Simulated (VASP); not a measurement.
Input of a VASP 6.6.1 run:

Contents of INCAR:

```
PREC     = Accurate       # precision mode
ENCUT    = 500            # plane-wave cutoff, eV
EDIFF    = 1E-6           # SCF threshold, eV
ISMEAR   = 0              # smearing method
SIGMA    = 0.1            # smearing width, eV
LREAL    = False          # projectors in reciprocal space
LASPH    = True           # aspherical terms in the spheres
NELM     = 120            # most SCF steps
ALGO     = Normal         # electronic algorithm
ISIF     = 2              # what is computed and relaxed
LWAVE    = False          # write WAVECAR
LCHARG   = False          # write CHGCAR
GGA      = PE             # functional
IVDW     = 12             # dispersion correction
NBANDS   = 18             # bands
GGA_COMPAT= False
```

KPOINTS

```
Automatic mesh
0
Gamma
  6 6 6
```

The input POSCAR:

```
BiTe
1.0
    2.4227077728      1.3987509848      3.3172919545
   -2.4227077728      1.3987509848      3.3172919545
    0.0000000000     -2.7975019696      3.3172919545
Bi Te
1 1
Direct
    0.5000000000      0.5000000000      0.5000000000
    0.0000000000      0.0000000000      0.0000000000
```

Potentials or basis: VASP PAW PBE potentials, release 64 (Bi_d, Te).

Launch:

```bash
$ cat potpaw_PBE.64/Bi_d/POTCAR potpaw_PBE.64/Te/POTCAR > POTCAR
$ mpirun -np 1 vasp_std > vasp.out
```

Problem. What does it give for the pressure?

Solution. -2.4 GPa.

Problem. Predict the dispersion energy per atom.

Solution. -0.453 eV.

Stress tensor (GPa, compression positive):
```
-2.27  0.00  0.00
 0.00 -2.27  0.00
 0.00  0.00 -2.51
```

Caveat: pairwise dispersion overbinds metals, which lowers pressure and volume.
